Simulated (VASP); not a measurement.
The system is V.

```
CELL_PARAMETERS angstrom
0.00000 2.51182 2.51182
2.51182 0.00000 2.51182
2.51182 2.51182 0.00000
ATOMIC_POSITIONS crystal
V 0.50000 0.50000 0.50000
V 0.75000 0.75000 0.75000
```

This isn't the form of V at room conditions, which is bcc.

| Property | Result |
| --- | --- |
| Program | VASP 6.6.1 |
| Task | relaxation of cell and atoms |
| Functional | PBEsol |
| Potentials or basis | VASP PAW PBE potentials, release 64 (V_sv) |
| Cutoff | 600 eV |
| k mesh | 6 × 6 × 6 |
| Occupations | gaussian, width 0.1 eV |
| Spin | no spin polarisation |

At the start: pressure 10.6 GPa; volume 15.85 Å³/atom.

Where does the relaxation end?

Over 3 steps the energy falls by 51.9 meV/atom and the volume is 17.56 Å³/atom (+10.8 %); space group Fd-3m (No. 227, to 0.1 Å) before and after.

Step by step:
```tsv
step	energy change (eV)	largest force (eV/Å)	pressure (GPa)	volume (Å³)
1	0.0000	0.0000	10.60	31.70
2	-0.0862	0.0000	-3.45	36.75
3	-0.1037	0.0000	0.10	35.12
```

Final structure:
```cif
data_structure
_symmetry_space_group_name_H-M 'P 1'
_symmetry_Int_Tables_number 1
_cell_length_a 3.6759
_cell_length_b 3.6759
_cell_length_c 3.6759
_cell_angle_alpha 60.000
_cell_angle_beta 60.000
_cell_angle_gamma 60.000
_cell_volume 35.12
loop_
_atom_site_label
_atom_site_type_symbol
_atom_site_fract_x
_atom_site_fract_y
_atom_site_fract_z
_atom_site_occupancy
V1 V 0.50000 0.50000 0.50000 1
V2 V 0.75000 0.75000 0.75000 1
```

Caveat: the k points lie up to 0.35 Å⁻¹ apart in the final cell, too coarse for converged energies and pressures of a metal; the PAW data sets were made with another functional, which shifts forces and pressure a little.
